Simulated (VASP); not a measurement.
A run of VASP 6.6.1 is set up as follows.

INCAR

```
PREC     = Accurate       # precision mode
ENCUT    = 520            # plane-wave cutoff, eV
EDIFF    = 1E-6           # SCF threshold, eV
ISMEAR   = -1             # smearing method
SIGMA    = 0.1            # smearing width, eV
LREAL    = F              # projectors in reciprocal space
LASPH    = T              # aspherical terms in the spheres
NELM     = 80             # most SCF steps
ALGO     = Normal         # electronic algorithm
ISIF     = 2              # what is computed and relaxed
LWAVE    = F              # write WAVECAR
LCHARG   = F              # write CHGCAR
GGA      = PE             # functional
NBANDS   = 74             # bands
```

The input KPOINTS:

```
Automatic mesh
0
Gamma
  3 3 3
```

Contents of POSCAR:

```
LuTl3
1.0
    5.8424140000      0.7937270000      0.1637850000
    0.4337360000      6.1061600000     -0.0182330000
    0.0144120000     -2.1479420000      5.9848320000
Lu Tl
2 6
Direct
    0.0500096730      0.2727486736      0.4743177740
    0.8659085069      0.3713273770      0.0134586213
    0.1005222828      0.7295353286      0.3669492436
    0.8653697029      0.7610024640      0.7936280887
    0.5081356036      0.1636780011      0.7027056651
    0.2855140769      0.9339075401      0.9394420784
    0.6325654418      0.9031257085      0.2253451659
    0.5456701644      0.5448679837      0.4810666348
```

Potentials or basis: VASP PAW PBE potentials, release 64 (Lu, Tl_d).

Run with:

```sh
$ cat potpaw_PBE.64/Lu/POTCAR potpaw_PBE.64/Tl_d/POTCAR > POTCAR
$ mpirun -np 1 vasp_std > vasp.out
```

**Question.** What does it give for the pressure?

**Answer.** 10.0 GPa.

**Question.** Estimate the largest force.

**Answer.** 1.228 eV/Å.

**Question.** What does it give for the band gap on the k mesh?

**Answer.** Zero (bands 64 and 65 overlap by 0.10 eV).

Forces in eV/Å, atoms in the order of the input:
```
Lu   0.332 -0.619 -0.472
Lu  -0.030 -0.509 -0.346
Tl   0.190  0.482 -0.359
Tl   0.285  0.262  0.463
Tl   0.080  0.937  0.298
Tl  -1.116  0.076 -0.107
Tl   0.205  0.290  1.176
Tl   0.052 -0.919 -0.653
```

Caveat: the k points lie up to 0.37 Å⁻¹ apart; spin-orbit coupling is left out, which moves the levels of the heavy elements.
